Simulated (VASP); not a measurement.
# Ru (P-1) in VASP: single point with PBE

Aim: the single point of Ru with PBE.

Everything below comes from runs of VASP 6.6.1. Logs are shortened: lines on timing, memory, paths and dates and some standing lists are left out, and cuts for length are marked.

**1. The cell of the first run**

The typed cell holds 2 atoms: a = 2.659 Å, b = 2.713 Å, c = 4.322 Å, α = 89.70°, β = 92.21°, γ = 116.37°.

**2. Single point, PBE (atoms moved at random and the cell strained at random)**

The input, INCAR:

```
SYSTEM = Ru
ALGO = Fast
EDIFF = 1E-6
ENCUT = 520
GGA = PE
ISIF = 2
ISMEAR = 0
LASPH = .TRUE.
LCHARG = .TRUE.
LELF = .TRUE.
LREAL = .FALSE.
LVHAR = .TRUE.
LWAVE = .FALSE.
NBANDS = 21
NELM = 80
PREC = Accurate
SIGMA = 0.15
```

The input, KPOINTS:

```
k-points
0
G
  12 12 8
  0 0 0
```

The input, POSCAR:

```
Ru
1.0
    2.6571078821      0.0696395144     -0.0517489593
   -1.2682443524      2.3977469794      0.0080678749
   -0.0817468010     -0.0324802703      4.3208122670
Ru
2
Direct
    0.2868879151      0.5971273387      0.2119679736
    0.7131120849      0.4028726613      0.7880320264
```

Potentials or basis: VASP PAW PBE potentials, release 64 (Ru_pv).

Started as:

```bash
> cat potpaw_PBE.64/Ru_pv/POTCAR > POTCAR
> mpirun -np 1 vasp_std > vasp.out
```

OUTCAR:

```text
SYSTEM = Ru
   EDIFF = 1E-6
   ENCUT = 520
   GGA = PE
   ISIF = 2
   ISMEAR = 0
   LASPH = .TRUE.
   LREAL = .FALSE.
   NELM = 80
   PREC = Accurate

 ion  position               nearest neighbor table
   1  0.287  0.597  0.212-   2 2.25   2 2.37   2 2.71   2 2.84   2 2.89   2 3.15
   2  0.713  0.403  0.788-   1 2.25   1 2.37   1 2.71   1 2.84   1 2.89   1 3.15

  LATTYP: Found a triclinic cell.
 ALAT       =     2.6585240104
 B/A-ratio  =     1.0203059834
 C/A-ratio  =     1.6256041073
 COS(alpha) =     0.0051741832
 COS(beta)  =     0.0385634527
 COS(gamma) =     0.4442078487

  Lattice vectors:

 A1 = (   2.6571078821,   0.0696395144,  -0.0517489593)
 A2 = (   1.2682443524,  -2.3977469794,  -0.0080678749)
 A3 = (   0.0817468010,   0.0324802703,  -4.3208122670)

Analysis of symmetry for initial positions (statically):
=====================================================================
 Subroutine PRICEL returns:
 Original cell was already a primitive cell.

 Routine SETGRP: Setting up the symmetry group for a
 triclinic supercell.

 Subroutine GETGRP returns: Found  2 space group operations
 (whereof  2 operations were pure point group operations)
 out of a pool of  2 trial point group operations.

The static configuration has the point symmetry S_2 .

Analysis of symmetry for dynamics (positions and initial velocities):
=====================================================================
 Subroutine PRICEL returns:
 Original cell was already a primitive cell.

 Routine SETGRP: Setting up the symmetry group for a
 triclinic supercell.

 Subroutine GETGRP returns: Found  2 space group operations
 (whereof  2 operations were pure point group operations)
 out of a pool of  2 trial point group operations.

The dynamic configuration has the point symmetry S_2 .

 Subroutine INISYM returns: Found  2 space group operations
 (whereof  2 operations are pure point group operations),
 and found     1 'primitive' translations

----------------------------------------------------------------------------------------

                                     Primitive cell

  volume of cell :      27.8982

  direct lattice vectors                    reciprocal lattice vectors
     2.657107882  0.069639514 -0.051748959     0.371367246  0.196399295  0.008502380
    -1.268244352  2.397746979  0.008067875    -0.010725369  0.411375474  0.002889462
    -0.081746801 -0.032480270  4.320812267     0.004467771  0.001584085  0.231534400

  length of vectors
     2.658524010  2.712507955  4.321707551     0.420188774  0.411525410  0.231582920

  position of ions in fractional coordinates (direct lattice)
     0.286887915  0.597127339  0.211967974
     0.713112085  0.402872661  0.788032026

  ion indices of the primitive-cell ions
   primitive index   ion index
                 1           1
                 2           2

----------------------------------------------------------------------------------------

 KPOINTS: k-points

Automatic generation of k-mesh.
 Grid dimensions read from file:
 generate k-points for:   12   12    8

 Generating k-lattice:

  Cartesian coordinates                     Fractional coordinates (reciprocal lattice)
     0.030947271  0.016366608  0.000708532     0.083333333 -0.000000000  0.000000000
    -0.000893781  0.034281289  0.000240788    -0.000000000  0.083333333  0.000000000
     0.000558471  0.000198011  0.028941800    -0.000000000  0.000000000  0.125000000

  Length of vectors
     0.035015731  0.034293784  0.028947865

  Shift w.r.t. Gamma in fractional coordinates (k-lattice)
     0.000000000  0.000000000  0.000000000

 Subroutine IBZKPT returns following result:
 ===========================================

 Found    580 irreducible k-points:

 Following reciprocal coordinates:
            Coordinates               Weight
  0.000000  0.000000  0.000000      1.000000
  0.083333 -0.000000 -0.000000      2.000000
  0.166667  0.000000  0.000000      2.000000
  0.250000  0.000000 -0.000000      2.000000
  0.333333  0.000000 -0.000000      2.000000
  0.416667  0.000000  0.000000      2.000000
[... 16 lines left out ...]
  0.250000  0.166667  0.000000      2.000000
  0.333333  0.166667  0.000000      2.000000
 [... further k-points ...]
   k-points           NKPTS =    580   k-points in BZ     NKDIM =    580   number of bands    NBANDS=     21
   number of dos      NEDOS =    301   number of ions     NIONS =      2
   total plane-waves  NPLWV =  12800
   dimension x,y,z NGX =    20 NGY =   20 NGZ =   32
   dimension x,y,z NGXF=    40 NGYF=   40 NGZF=   64
   ions per type =               2
   NGX,Y,Z   is equivalent  to a cutoff of  12.51, 12.26, 12.31 a.u.
   NGXF,Y,Z  is equivalent  to a cutoff of  25.01, 24.52, 24.62 a.u.
 SYSTEM =  Ru
   PREC   = accura    normal or accurate (medium, high low for compatibility)
   ISTART =      0    job   : 0-new  1-cont  2-samecut
   ICHARG =      2    charge: 1-file 2-atom 10-const
   ISPIN  =      1    spin polarized calculation?
   LNONCOLLINEAR =      F non collinear calculations
   LSORBIT =      F    spin-orbit coupling
   LASPH  =      T    aspherical Exc in radial PAW
   ENCUT  =  520.0 eV  38.22 Ry    6.18 a.u.   4.94  5.04  8.04*2*pi/ulx,y,z
   NELM   =     80;   NELMIN=  2; NELMDL= -5     # of ELM steps
   EDIFF  = 0.1E-05   stopping-criterion for ELM
   LREAL  =      F    real-space projection
   EDIFFG = 0.1E-04   stopping-criterion for IOM
   NSW    =      0    number of steps for IOM
   IBRION =     -1    ionic relax: 0-MD 1-quasi-New 2-CG
   NFREE  =      0    steps in history (QN), initial steepest desc. (CG)
   ISIF   =      2    stress and relaxation
   ISYM   =      2    0-nonsym 1-usesym 2-fastsym
   POTIM  = 0.5000    time-step for ionic-motion
   TEBEG  =    0.0;   TEEND  =   0.0 temperature during run
   PSTRESS=    0.0 pullay stress
   NELECT =      28.0000    total number of electrons
   NUPDOWN=      -1.0000    fix difference up-down
   EMIN   =  10.00;   EMAX   =-10.00  energy-range for DOS
   EFERMI =   0.00;   METHOD = LEGACY
   ISMEAR =     0;   SIGMA  =   0.15  broadening in eV -4-tet -1-fermi 0-gaus
   EFERMI_NEDOS =   21; number of points for ismear=-14 and -15
   IALGO  =     68    algorithm
   IMIX   =      4    mixing-type and parameters
     AMIX     =   0.40;   BMIX     =  1.00
     AMIX_MAG =   1.60;   BMIX_MAG =  1.00
  volume/ion in A,a.u.               =      13.95        94.13
  Fermi-wavevector in a.u.,A,eV,Ry     =   1.639087  3.097426 36.553517  2.686608
  Thomas-Fermi vector in A             =   2.729952
   LORBIT       =      0    0 simple, 1 ext, 2 COOP (PROOUT), +10 PAW based schemes
   GGA     = PE    functional components
   LHFCALC =     F    Hartree Fock is set to
   AEXX    =    0.0000 exact exchange contribution
   IVDW    =     0    specifies the selected vdW correction
   LEPSILON=     F    determine dielectric tensor
   LRPA    =     F    only Hartree local field effects (RPA)
 non-spin polarized calculation
 RMM-DIIS sequential band-by-band and
 Gauss-broadening in eV      SIGMA  =   0.15
  energy-cutoff  :      520.00
  volume of cell :       27.90
 maximum number of plane-waves:       772
   NGX =  9   NGY = 11   NGZ = 17

 number of electron      27.9999995 magnetization

 Free energy of the ion-electron system (eV)
  ---------------------------------------------------
  ext. energy  EPLUGINS =         0.00000000
  ---------------------------------------------------
  free energy    TOTEN  =       -17.14333234 eV

  energy without entropy =      -17.11689198  energy(sigma->0) =      -17.13011216

 E-fermi :  12.5725     XC(G=0): -13.8587

 val. band max:       12.5711575813   @ k =  -0.3333  -0.2500   0.3750
 cond. band min:      12.5727749923   @ k =   0.3333   0.1667   0.3750
 fundamental gap:      0.0016174110
 Fermi energy:        12.5725113091

 k-point     1 :       0.0000    0.0000    0.0000
  band No.  band energies     occupation
      1     -31.5986      2.00000
      2     -30.4999      2.00000
      3     -30.2713      2.00000
      4     -30.2020      2.00000
      5     -30.0008      2.00000
      6     -29.8869      2.00000
[... 13 lines left out ...]
     20      22.9663      0.00000
     21      22.9697      0.00000

 k-point     2 :       0.0833   -0.0000   -0.0000
  band No.  band energies     occupation
      1     -31.5807      2.00000
      2     -30.5665      2.00000
      3     -30.2927      2.00000
      4     -30.2035      2.00000
      5     -30.0291      2.00000
      6     -29.8938      2.00000
[... 13 lines left out ...]
     20      22.9663      0.00000
     21      22.9700      0.00000

 k-point     3 :       0.1667    0.0000    0.0000
  band No.  band energies     occupation
      1     -31.5352      2.00000
      2     -30.7283      2.00000
      3     -30.3415      2.00000
      4     -30.2333      2.00000
      5     -30.1067      2.00000
      6     -29.9100      2.00000
[... 13 lines left out ...]
     20      22.9662      0.00000
     21      22.9709      0.00000

 k-point     4 :       0.2500    0.0000   -0.0000
  band No.  band energies     occupation
      1     -31.4878      2.00000
      2     -30.9176      2.00000
      3     -30.4008      2.00000
      4     -30.3249      2.00000
      5     -30.1567      2.00000
      6     -29.9551      2.00000
[... 13 lines left out ...]
     20      22.9666      0.00000
     21      25.5034      0.00000

 k-point     5 :       0.3333    0.0000   -0.0000
  band No.  band energies     occupation
      1     -31.4758      2.00000
      2     -31.0771      2.00000
      3     -30.4530      2.00000
      4     -30.4000      2.00000
      5     -30.1814      2.00000
      6     -30.0364      2.00000
[... 13 lines left out ...]
     20      22.9641      0.00000
     21      23.2349      0.00000
[... 382 lines left out ...]
     20      22.9662      0.00000
     21      22.9699      0.00000

 k-point    22 :       0.1667    0.1667    0.0000
  band No.  band energies     occupation
      1     -31.4894      2.00000
      2     -30.7869      2.00000
      3     -30.6363      2.00000
      4     -30.3311      2.00000
      5     -30.1485      2.00000
      6     -29.9356      2.00000
[... 13 lines left out ...]
     20      22.9705      0.00000
     21      25.6042      0.00000

 k-point    23 :       0.2500    0.1667    0.0000
  band No.  band energies     occupation
      1     -31.4575      2.00000
      2     -30.9557      2.00000
      3     -30.6709      2.00000
      4     -30.3626      2.00000
      5     -30.2401      2.00000
      6     -29.9901      2.00000
[... 13 lines left out ...]
     20      23.4569      0.00000
     21      24.6647      0.00000

 k-point    24 :       0.3333    0.1667    0.0000
  band No.  band energies     occupation
      1     -31.4614      2.00000
      2     -31.0896      2.00000
      3     -30.6639      2.00000
      4     -30.3797      2.00000
      5     -30.2886      2.00000
      6     -30.0756      2.00000
[... 13 lines left out ...]
     20      23.8073      0.00000
     21      24.3811      0.00000

 [... further k-points ...]

------------------------ aborting loop because EDIFF is reached ----------------------------------------

  FORCE on cell =-STRESS in cart. coord.  units (eV):
  Direction    XX          YY          ZZ          XY          YZ          ZX
  --------------------------------------------------------------------------------------
  -------------------------------------------------------------------------------------
  Total        5.8218295     -1.2056303      8.0084477     -0.3350284      2.8085267      1.7480200
  in kB      334.3443036    -69.2386487    459.9205229    -19.2404862    161.2920638    100.3877795
  external PRESSURE =     241.6753926 kB  Pullay stress =       0.0000000 kB

 VOLUME and BASIS-vectors are now :
 -----------------------------------------------------------------------------
  energy-cutoff  :      520.00
  volume of cell :       27.90
      direct lattice vectors                 reciprocal lattice vectors
     2.657107882  0.069639514 -0.051748959     0.371367246  0.196399295  0.008502380
    -1.268244352  2.397746979  0.008067875    -0.010725369  0.411375474  0.002889462
    -0.081746801 -0.032480270  4.320812267     0.004467771  0.001584085  0.231534400

 POSITION                                       TOTAL-FORCE (eV/Angst)
 -----------------------------------------------------------------------------------
     -0.01234      1.44485      0.90585         0.756295      2.552903      5.555711
      1.31946      0.99005      3.37129        -0.756295     -2.552903     -5.555711
 -----------------------------------------------------------------------------------
    total drift:                                0.000000     -0.000000     -0.000000

  FREE ENERGIE OF THE ION-ELECTRON SYSTEM (eV)
  ---------------------------------------------------
  free  energy   TOTEN  =       -17.1433323423 eV

  energy  without entropy=      -17.1168919785  energy(sigma->0) =      -17.13011216
```

It took 2.9 min on 1 thread of Intel Xeon 6975P-C, shared host; peak memory 0.36 GiB.

Results:

- Free energy: -17.1433 eV
- Pressure: 24.2 GPa
- Largest force: 6.161 eV/Å
- Band gap on the k mesh: zero (band 14 reaches 13.77 eV, above the bottom of band 15 at 11.41 eV)

Forces in eV/Å, atoms in the order of the input:
```
Ru   0.756  2.553  5.556
Ru  -0.756 -2.553 -5.556
```

Caveat: the cell differs from its parent crystal (atoms moved at random and the cell strained at random); forces of over 1 eV/Å act on the atoms, so gaps and moduli don't describe the material at rest.
